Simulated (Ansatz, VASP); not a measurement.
## Two plane-wave programs on Hf3GeW

```
CELL_PARAMETERS angstrom
6.12426 0.00000 0.00000
0.00000 6.12426 0.00000
0.00000 0.00000 4.57126
ATOMIC_POSITIONS crystal
Hf 0.20410 0.70410 0.56550
Hf 0.70410 0.79590 0.43450
Hf 0.79590 0.29590 0.56550
Hf 0.29590 0.20410 0.43450
Hf 0.00000 0.00000 0.00000
Hf 0.50000 0.50000 0.00000
Ge 0.00000 0.50000 0.04800
Ge 0.50000 0.00000 0.95200
W 0.00000 0.00000 0.50000
W 0.50000 0.50000 0.50000
```

Change from the starting cell: species swapped into the Cr3GeN type (P-42_1m, No. 113).

Alike in both runs: task single point; functional PBE; k mesh 4 × 4 × 4; occupations gaussian, width 0.1 eV; no spin polarisation.

|  | VASP | Ansatz |
| --- | --- | --- |
| version | VASP 6.6.1 | Ansatz 0.2.0 |
| potentials or method | VASP PAW PBE potentials, release 64 (Hf_pv, Ge_d, W_sv), cutoff 520 eV | scalar-relativistic, plane waves, PAW |
| valence electrons in the cell | 116 | 212 |

|  | VASP | Ansatz | Ansatz less VASP |
| --- | --- | --- | --- |
| gap on the k mesh at the Fermi level (eV) | none | none | - |
| rms of the force components (eV/Å) | 1.146 | 1.138 | -0.0082 |

Atom by atom the forces differ by 0.010 eV/Å (rms over components). A gap of «none» marks a metal or a gap that the smearing closes. VASP's potentials hold 116 valence electrons a cell and Ansatz's 212, so a difference there can come from the potentials and not from the codes.

Spin-orbit coupling is off throughout.
